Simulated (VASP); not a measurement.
# Co in VASP: single point with PBE

Aim: the single point of Co with PBE.

Everything below comes from runs of VASP 6.6.1. Logs are shortened: lines on timing, memory, paths and dates and some standing lists are left out, and cuts for length are marked.

## (1) The cell of the first run

The cell holds a slab with vacuum, 5 atoms: a = 2.519 Å, b = 2.519 Å, c = 26.182 Å, α = 90.00°, β = 90.00°, γ = 120.00°.

## (2) Single point, PBE, collinear spin, ferromagnetic start

File INCAR:

```
PREC = Accurate
ENCUT = 520
EDIFF = 1E-6
ISMEAR = 0
SIGMA = 0.1
LREAL = False
LASPH = True
NELM = 150
ALGO = Normal
ISIF = 2
LWAVE = False
LCHARG = False
ISPIN = 2
MAGMOM = 3 3 3 3 3
LORBIT = 11
LMAXMIX = 4
LDIPOL = True
IDIPOL = 3
DIPOL = 0.5 0.5 0.498
GGA = PE
NBANDS = 34
```

File KPOINTS:

```
Automatic mesh
0
Gamma
  12 12 1
```

File POSCAR:

```
Co
1.0
    2.5190008726     -0.0000000029      0.0000000000
   -1.2595004338      2.1815187492      0.0000000000
    0.0000000000      0.0000000000     26.1820001500
Co
5
Direct
    0.3333333333      0.6666666667      0.3437476109
    0.6666666667      0.3333333333      0.4218738104
    0.3333333333      0.6666666667      0.4983443182
    0.6666666667      0.3333333333      0.5756900189
    0.3333333333      0.6666666667      0.6498287038
```

Potentials or basis: VASP PAW PBE potentials, release 64 (Co).

On the command line:

```sh
cat potpaw_PBE.64/Co/POTCAR > POTCAR
mpirun -np 1 vasp_std > vasp.out
```

OUTCAR:

```text
PREC = Accurate
   ENCUT = 520
   EDIFF = 1E-6
   ISMEAR = 0
   LREAL = False
   LASPH = True
   NELM = 150
   ISIF = 2
   ISPIN = 2
   LORBIT = 11
   GGA = PE

 ion  position               nearest neighbor table
   1  0.333  0.667  0.344-   2 2.51   2 2.51   2 2.51
   2  0.667  0.333  0.422-   3 2.47   3 2.47   3 2.47   1 2.51   1 2.51   1 2.51
   3  0.333  0.667  0.498-   2 2.47   2 2.47   2 2.47   4 2.49   4 2.49   4 2.49
   4  0.667  0.333  0.576-   5 2.43   5 2.43   5 2.43   3 2.49   3 2.49   3 2.49
   5  0.333  0.667  0.650-   4 2.43   4 2.43   4 2.43

  LATTYP: Found a hexagonal cell.
 ALAT       =     2.5190008726
 C/A-ratio  =    10.3938035254

  Lattice vectors:

 A1 = (   2.5190008726,  -0.0000000029,   0.0000000000)
 A2 = (  -1.2595004338,   2.1815187492,   0.0000000000)
 A3 = (   0.0000000000,   0.0000000000,  26.1820001500)

Analysis of symmetry for initial positions (statically):
=====================================================================
 Subroutine PRICEL returns:
 Original cell was already a primitive cell.

 Routine SETGRP: Setting up the symmetry group for a
 hexagonal supercell.

 Subroutine GETGRP returns: Found  6 space group operations
 (whereof  6 operations were pure point group operations)
 out of a pool of 24 trial point group operations.

The static configuration has the point symmetry C_3v.

Analysis of symmetry for dynamics (positions and initial velocities):
=====================================================================
 Subroutine PRICEL returns:
 Original cell was already a primitive cell.

 Routine SETGRP: Setting up the symmetry group for a
 hexagonal supercell.

 Subroutine GETGRP returns: Found  6 space group operations
 (whereof  6 operations were pure point group operations)
 out of a pool of 24 trial point group operations.

The dynamic configuration has the point symmetry C_3v.

Analysis of structural, dynamic, and magnetic symmetry:
=====================================================================
 Subroutine PRICEL returns:
 Original cell was already a primitive cell.

 Routine SETGRP: Setting up the symmetry group for a
 hexagonal supercell.

 Subroutine GETGRP returns: Found  6 space group operations
 (whereof  6 operations were pure point group operations)
 out of a pool of 24 trial point group operations.

The overall configuration has the point symmetry C_3v.

 Subroutine INISYM returns: Found  6 space group operations
 (whereof  6 operations are pure point group operations),
 and found     1 'primitive' translations

----------------------------------------------------------------------------------------

                                     Primitive cell

  volume of cell :     143.8766

  direct lattice vectors                    reciprocal lattice vectors
     2.519000873 -0.000000003  0.000000000     0.396982792  0.229198122  0.000000000
    -1.259500434  2.181518749  0.000000000     0.000000001  0.458396244  0.000000000
     0.000000000  0.000000000 26.182000150     0.000000000  0.000000000  0.038194179

  length of vectors
     2.519000873  2.519000873 26.182000150     0.458396244  0.458396244  0.038194179

  position of ions in fractional coordinates (direct lattice)
     0.333333333  0.666666667  0.343747611
     0.666666667  0.333333333  0.421873810
     0.333333333  0.666666667  0.498344318
     0.666666667  0.333333333  0.575690019
     0.333333333  0.666666667  0.649828704

  ion indices of the primitive-cell ions
   primitive index   ion index
                 1           1
                 2           2
                 3           3
                 4           4
                 5           5

----------------------------------------------------------------------------------------

 KPOINTS: Automatic mesh

Automatic generation of k-mesh.
 Grid dimensions read from file:
 generate k-points for:   12   12    1

 Generating k-lattice:

  Cartesian coordinates                     Fractional coordinates (reciprocal lattice)
     0.033081899  0.019099843  0.000000000     0.083333333  0.000000000  0.000000000
     0.000000000  0.038199687  0.000000000     0.000000000  0.083333333  0.000000000
     0.000000000  0.000000000  0.038194179     0.000000000  0.000000000  1.000000000

  Length of vectors
     0.038199687  0.038199687  0.038194179

  Shift w.r.t. Gamma in fractional coordinates (k-lattice)
     0.000000000  0.000000000  0.000000000

 Subroutine IBZKPT returns following result:
 ===========================================

 Found     19 irreducible k-points:

 Following reciprocal coordinates:
            Coordinates               Weight
  0.000000  0.000000  0.000000      1.000000
  0.083333 -0.000000  0.000000      6.000000
  0.166667 -0.000000  0.000000      6.000000
  0.250000 -0.000000  0.000000      6.000000
  0.333333 -0.000000  0.000000      6.000000
  0.416667 -0.000000  0.000000      6.000000
[... 11 lines left out ...]
  0.333333  0.250000  0.000000     12.000000
  0.333333  0.333333  0.000000      2.000000
   k-points           NKPTS =     19   k-points in BZ     NKDIM =     19   number of bands    NBANDS=     34
   number of dos      NEDOS =    301   number of ions     NIONS =      5
   total plane-waves  NPLWV =  78400
   dimension x,y,z NGX =    20 NGY =   20 NGZ =  196
   dimension x,y,z NGXF=    40 NGYF=   40 NGZF=  392
   ions per type =               5
   NGX,Y,Z   is equivalent  to a cutoff of  13.20, 13.20, 12.45 a.u.
   NGXF,Y,Z  is equivalent  to a cutoff of  26.40, 26.40, 24.89 a.u.
 SYSTEM =  unknown system
   PREC   = accura    normal or accurate (medium, high low for compatibility)
   ISTART =      0    job   : 0-new  1-cont  2-samecut
   ICHARG =      2    charge: 1-file 2-atom 10-const
   ISPIN  =      2    spin polarized calculation?
   LNONCOLLINEAR =      F non collinear calculations
   LSORBIT =      F    spin-orbit coupling
   LASPH  =      T    aspherical Exc in radial PAW
   ENCUT  =  520.0 eV  38.22 Ry    6.18 a.u.   4.68  4.68 48.68*2*pi/ulx,y,z
   NELM   =    150;   NELMIN=  2; NELMDL= -5     # of ELM steps
   EDIFF  = 0.1E-05   stopping-criterion for ELM
   LREAL  =      F    real-space projection
   EDIFFG = 0.1E-04   stopping-criterion for IOM
   NSW    =      0    number of steps for IOM
   IBRION =     -1    ionic relax: 0-MD 1-quasi-New 2-CG
   NFREE  =      0    steps in history (QN), initial steepest desc. (CG)
   ISIF   =      2    stress and relaxation
   ISYM   =      2    0-nonsym 1-usesym 2-fastsym
   POTIM  = 0.5000    time-step for ionic-motion
   TEBEG  =    0.0;   TEEND  =   0.0 temperature during run
   PSTRESS=    0.0 pullay stress
   NELECT =      45.0000    total number of electrons
   NUPDOWN=      -1.0000    fix difference up-down
   EMIN   =  10.00;   EMAX   =-10.00  energy-range for DOS
   EFERMI =   0.00;   METHOD = LEGACY
   ISMEAR =     0;   SIGMA  =   0.10  broadening in eV -4-tet -1-fermi 0-gaus
   EFERMI_NEDOS =   21; number of points for ismear=-14 and -15
   IALGO  =     38    algorithm
   IMIX   =      4    mixing-type and parameters
     AMIX     =   0.40;   BMIX     =  1.00
     AMIX_MAG =   1.60;   BMIX_MAG =  1.00
  volume/ion in A,a.u.               =      28.78       194.19
  Fermi-wavevector in a.u.,A,eV,Ry     =   1.111260  2.099977 16.801815  1.234899
  Thomas-Fermi vector in A             =   2.247821
   LORBIT       =     11    0 simple, 1 ext, 2 COOP (PROOUT), +10 PAW based schemes
   GGA     = PE    functional components
   LHFCALC =     F    Hartree Fock is set to
   AEXX    =    0.0000 exact exchange contribution
   IVDW    =     0    specifies the selected vdW correction
   LEPSILON=     F    determine dielectric tensor
   LRPA    =     F    only Hartree local field effects (RPA)
 spin polarized calculation
 Gauss-broadening in eV      SIGMA  =   0.10
  energy-cutoff  :      520.00
  volume of cell :      143.88
 maximum number of plane-waves:      3925
 NGX is ok and might be reduce to    20
   NGX =  9   NGY =  9   NGZ = 97

 dipolmoment           0.000000      0.000000      0.026926 electrons x Angstroem

 number of electron      44.9999997 magnetization      10.1994116

 number of electron      44.9999997 magnetization       8.5617382

 dipolmoment           0.000000      0.000000     -0.002111 electrons x Angstroem

 Free energy of the ion-electron system (eV)
  ---------------------------------------------------
  ext. energy  EPLUGINS =         0.00000000
  ---------------------------------------------------
  free energy    TOTEN  =       -33.67713263 eV

  energy without entropy =      -33.64858065  energy(sigma->0) =      -33.66285664

 E-fermi :   0.9380     XC(G=0):  -5.8466

 val. band max:        0.9349030095   @ k =   0.3333  -0.0000   0.0000
 cond. band min:       0.9414995035   @ k =   0.2500   0.1667   0.0000
 fundamental gap:      0.0065964940
 Fermi energy:         0.9380317649

 spin component 1

 k-point     1 :       0.0000    0.0000    0.0000
  band No.  band energies     occupation
      1      -7.5840      1.00000
      2      -6.6727      1.00000
      3      -5.3667      1.00000
      4      -4.3912      1.00000
      5      -4.1457      1.00000
      6      -1.9276      1.00000
[... 26 lines left out ...]
     33       5.6726      0.00000
     34       6.3567      0.00000

 k-point     2 :       0.0833   -0.0000    0.0000
  band No.  band energies     occupation
      1      -7.3498      1.00000
      2      -6.4482      1.00000
      3      -5.1568      1.00000
      4      -4.2036      1.00000
      5      -3.9935      1.00000
      6      -2.0572      1.00000
[... 26 lines left out ...]
     33       5.8968      0.00000
     34       6.5628      0.00000
[... 590 lines left out ...]
     33       8.6744      0.00000
     34       9.4657      0.00000

 k-point    19 :       0.3333    0.3333    0.0000
  band No.  band energies     occupation
      1      -3.2732      1.00000
      2      -3.0140      1.00000
      3      -2.9689      1.00000
      4      -2.9582      1.00000
      5      -2.8695      1.00000
      6      -2.7146      1.00000
[... 26 lines left out ...]
     33       7.8995      0.00000
     34       9.6265      0.00000
 Fermi energy:         0.9380317649

 spin component 2

 k-point     1 :       0.0000    0.0000    0.0000
  band No.  band energies     occupation
      1      -7.5672      1.00000
      2      -6.6353      1.00000
      3      -5.2332      1.00000
      4      -3.8759      1.00000
      5      -3.2449      1.00000
      6      -0.4060      1.00000
[... 26 lines left out ...]
     33       5.6389      0.00000
     34       6.3590      0.00000

 k-point     2 :       0.0833   -0.0000    0.0000
  band No.  band energies     occupation
      1      -7.3318      1.00000
      2      -6.4086      1.00000
      3      -5.0186      1.00000
      4      -3.6720      1.00000
      5      -3.0685      1.00000
      6      -0.5757      1.00000
[... 26 lines left out ...]
     33       5.8677      0.00000
     34       6.5696      0.00000
[... 590 lines left out ...]
     33       9.3284      0.00000
     34      10.0440      0.00000

 k-point    19 :       0.3333    0.3333    0.0000
  band No.  band energies     occupation
      1      -1.9214      1.00000
      2      -1.8331      1.00000
      3      -1.7610      1.00000
      4      -1.7338      1.00000
      5      -1.6333      1.00000
      6      -1.6170      1.00000
[... 26 lines left out ...]
     33       8.5711      0.00000
     34      10.1319      0.00000

------------------------ aborting loop because EDIFF is reached ----------------------------------------

 vacuum level on the upper side and lower side of the slab       (xc-potential included)        -0.066         0.032

  FORCE on cell =-STRESS in cart. coord.  units (eV):
  Direction    XX          YY          ZZ          XY          YZ          ZX
  --------------------------------------------------------------------------------------
  -------------------------------------------------------------------------------------
  Total       -3.0046299     -3.0046299     -1.2690446      0.0000000      0.0000000     -0.0000000
  in kB      -33.4588860    -33.4588860    -14.1317963      0.0000000      0.0000000     -0.0000000
  external PRESSURE =     -27.0165228 kB  Pullay stress =       0.0000000 kB

 VOLUME and BASIS-vectors are now :
 -----------------------------------------------------------------------------
  energy-cutoff  :      520.00
  volume of cell :      143.88
      direct lattice vectors                 reciprocal lattice vectors
     2.519000873 -0.000000003  0.000000000     0.396982792  0.229198122  0.000000000
    -1.259500434  2.181518749  0.000000000     0.000000001  0.458396244  0.000000000
     0.000000000  0.000000000 26.182000150     0.000000000  0.000000000  0.038194179

 POSITION                                       TOTAL-FORCE (eV/Angst)
 -----------------------------------------------------------------------------------
      0.00000      1.45435      9.00000         0.000000      0.000000      0.538575
      1.25950      0.72717     11.04550        -0.000000     -0.000000     -0.514323
      0.00000      1.45435     13.04765        -0.000000      0.000000      0.000585
      1.25950      0.72717     15.07272        -0.000000      0.000000      0.009190
      0.00000      1.45435     17.01382        -0.000000      0.000000     -0.034026
 -----------------------------------------------------------------------------------
    total drift:                                0.000000     -0.000000     -0.000643

  FREE ENERGIE OF THE ION-ELECTRON SYSTEM (eV)
  ---------------------------------------------------
  free  energy   TOTEN  =       -33.6771326315 eV

  energy  without entropy=      -33.6485806549  energy(sigma->0) =      -33.66285664

 vacuum level on the upper side and lower side of the slab         5.802         5.878

 total charge

# of ion       s       p       d       tot
------------------------------------------
    1        0.469   0.376   7.214   8.059
    2        0.477   0.500   7.244   8.220
    3        0.482   0.504   7.252   8.238
    4        0.485   0.518   7.258   8.261
    5        0.481   0.397   7.236   8.114
--------------------------------------------------
tot          2.394   2.294  36.204  40.892

 magnetization (x)

# of ion       s       p       d       tot
------------------------------------------
    1       -0.008  -0.033   1.834   1.793
    2       -0.014  -0.048   1.784   1.722
    3       -0.012  -0.048   1.728   1.667
    4       -0.014  -0.049   1.767   1.704
    5       -0.008  -0.031   1.808   1.769
--------------------------------------------------
tot         -0.056  -0.210   8.921   8.655
```

It took 16 min on 1 thread of Oxide Virtual Turin-like, shared host; peak memory 0.35 GiB.

What came out:

```yaml
Free_energy: -33.6771 eV
Largest_force: 0.539 eV/Å
Net_moment: 8.56 μB per cell
Site_moments: Co +1.79, +1.72, +1.67, +1.70, +1.77 μB
Valence_electrons_inside_the_program's_atomic_spheres: Co 8.06, 8.22, 8.24, 8.26, 8.11
```

Forces in eV/Å, atoms in the order of the input:
```
Co   0.000  0.000  0.539
Co   0.000  0.000 -0.514
Co   0.000  0.000  0.001
Co   0.000  0.000  0.009
Co   0.000  0.000 -0.034
```

Levels at points of the mesh, in eV from the Fermi level:
Spin up:
| k point | band 23 | band 24 | band 25 | band 26 | band 27 | band 28 | band 29 | band 30 | band 31 | band 32 |
| --- | --- | --- | --- | --- | --- | --- | --- | --- | --- | --- |
| (0.00, 0.00, 0.00) | -1.55 | -1.19 | -1.19 | -1.00 | -1.00 | -0.91 | -0.91 | -0.54 | 0.25 | 4.54 |
| (0.50, 0.00, 0.00) | -0.67 | -0.60 | -0.59 | 1.01 | 1.05 | 1.71 | 2.57 | 3.02 | 6.43 | 6.55 |
Spin down:
| k point | band 15 | band 16 | band 17 | band 18 | band 19 | band 20 | band 21 | band 22 |
| --- | --- | --- | --- | --- | --- | --- | --- | --- |
| (0.00, 0.00, 0.00) | -0.82 | -0.69 | -0.69 | -0.57 | -0.57 | -0.16 | 0.01 | 0.01 |
| (0.50, 0.00, 0.00) | -0.36 | 0.05 | 0.59 | 0.66 | 0.70 | 1.15 | 1.17 | 1.22 |
